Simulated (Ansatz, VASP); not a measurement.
# Two plane-wave programs on CaC2

File INCAR:

```
SYSTEM = CaC2
PREC = Accurate
ENCUT = 600
EDIFF = 1E-6
ISMEAR = 0
SIGMA = 0.05
LREAL = .FALSE.
LASPH = .TRUE.
NELM = 120
ALGO = Normal
ISIF = 2
LWAVE = .FALSE.
LCHARG = .TRUE.
GGA = CA
LELF = .TRUE.
LVHAR = .TRUE.
NBANDS = 16
GGA_COMPAT = .FALSE.
```

The input KPOINTS:

```
regular mesh
0
G
  10 10 10
  0 0 0
```

POSCAR

```
CaC2
1.0
   -1.9258949960      1.9258949960      2.9818700956
    1.9258949960     -1.9258949960      2.9818700956
    1.9258949960      1.9258949960     -2.9818700956
Ca C
1 2
Direct
    0.0000000000      0.0000000000      0.0000000000
    0.5996770466      0.5996770466      0.0000000000
    0.4003229534      0.4003229534      0.0000000000
```

Input for Ansatz:

```yaml
crystal:
  lattice:
    - [-1.925894996, 1.925894996, 2.9818700956]
    - [1.925894996, -1.925894996, 2.9818700956]
    - [1.925894996, 1.925894996, -2.9818700956]
  atoms:
    - { symbol: Ca, position: [0.0, 0.0, 0.0] }
    - { symbol: C, position: [0.5996770466, 0.5996770466, 0.0] }
    - { symbol: C, position: [0.4003229534, 0.4003229534, 0.0] }
basis:
  ecutwfc: 420
kpoints:
  mp_grid: { grid: [10, 10, 10] }
hamiltonian:
  xc: lda
scf:
  occupations: { method: gaussian, width: 0.05 }
output:
  forces: true
  stress: true
  eigenvalues: true
```

Change from the starting cell: strain +0.025 along x and y, -0.050 along z, atoms carried along.

Alike in both runs: task single point; functional LDA; k mesh 10 × 10 × 10; occupations gaussian, width 0.05 eV; no spin polarisation.

```csv
,VASP,Ansatz
version,VASP 6.6.1,Ansatz 0.2.0
potentials or method,"VASP PAW LDA potentials, release 64 (Ca_sv, C), cutoff 600 eV","scalar-relativistic, plane waves, PAW"
valence electrons in the cell,18,18
```

VASP gave:

* gap on the k mesh at the Fermi level (eV): 1.23
* least direct gap on the mesh (eV): 2.42
* pressure (GPa): 10.9
* traceless stress, the component that is largest in VASP (GPa): 27.34
* rms of the force components (eV/Å): 2.602

What did Ansatz give for the same quantities?

gap on the k mesh at the Fermi level (eV): 1.25; least direct gap on the mesh (eV): 2.43; pressure (GPa): 10.4; traceless stress, the component that is largest in VASP (GPa): 26.76; rms of the force components (eV/Å): 2.543.

LDA's correlation is that of Perdew and Zunger in VASP and of Perdew and Wang (1992) in Ansatz. Atom by atom the forces differ by 0.059 eV/Å (rms over components).
